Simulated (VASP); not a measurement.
# Ge: single point with PBE

Crystal: Ge.

```xyz
8
Lattice="4.0391 0.0000 0.0000 -2.0196 3.4980 0.0000 0.0000 0.0000 13.5137" Properties=species:S:1:pos:R:3 pbc="T T T"
Ge    0.0000    0.0000    5.6490
Ge    0.0000    0.0000    7.8646
Ge    0.0000    0.0000   12.4058
Ge    0.0000    0.0000    1.1078
Ge    0.0000    2.3320    4.6514
Ge    2.0196    1.1660    8.8622
Ge    2.0196    1.1660   11.4083
Ge    0.0000    2.3320    2.1054
```

This isn't the form of Ge at room conditions, which is diamond.

This cell differs from its parent crystal: atoms shifted along a free coordinate, c/a of the conventional cell at fixed volume 3.3457.

```json
{
 "Program": "VASP 6.6.1",
 "Task": "single point",
 "Functional": "PBE",
 "Potentials or basis": "VASP PAW PBE potentials, release 64 (Ge_d)",
 "Cutoff": "520 eV",
 "k mesh": "15 × 15 × 4",
 "Occupations": "gaussian, width 0.15 eV",
 "Spin": "no spin polarisation"
}
```

```yaml
Pressure: 1.4 GPa
Largest_force: 3.509 eV/Å
Band_gap_on_the_k_mesh: zero (bands 56 and 57 overlap by 0.80 eV)
```

Forces in eV/Å, atoms in the order of the input:
```
Ge   0.000  0.000 -3.509
Ge   0.000  0.000  3.509
Ge   0.000  0.000 -3.509
Ge   0.000  0.000  3.509
Ge   0.000  0.000  0.426
Ge   0.000  0.000 -0.426
Ge   0.000  0.000  0.426
Ge   0.000  0.000 -0.426
```

Stress tensor (GPa, compression positive):
```
-1.04  0.00  0.00
 0.00 -1.04  0.00
 0.00  0.00  6.32
```

Levels at points of the mesh, in eV from the Fermi level:
| k point | band 52 | band 53 | band 54 | band 55 | band 56 | band 57 | band 58 | band 59 | band 60 | band 61 |
| --- | --- | --- | --- | --- | --- | --- | --- | --- | --- | --- |
| (0.00, 0.00, 0.00) | -0.92 | -0.57 | -0.51 | -0.51 | 0.36 | 0.36 | 0.44 | 0.86 | 1.03 | 2.15 |
| (0.00, 0.00, 0.50) | -1.19 | -0.05 | -0.05 | -0.05 | -0.05 | 0.53 | 0.53 | 1.03 | 1.03 | 2.67 |

Wall time 28 min on 1 thread of Oxide Virtual Turin-like Processor, with other jobs on the host, peak memory 0.72 GiB.

Caveat: forces of over 1 eV/Å act on the atoms, so gaps and moduli don't describe the material at rest.
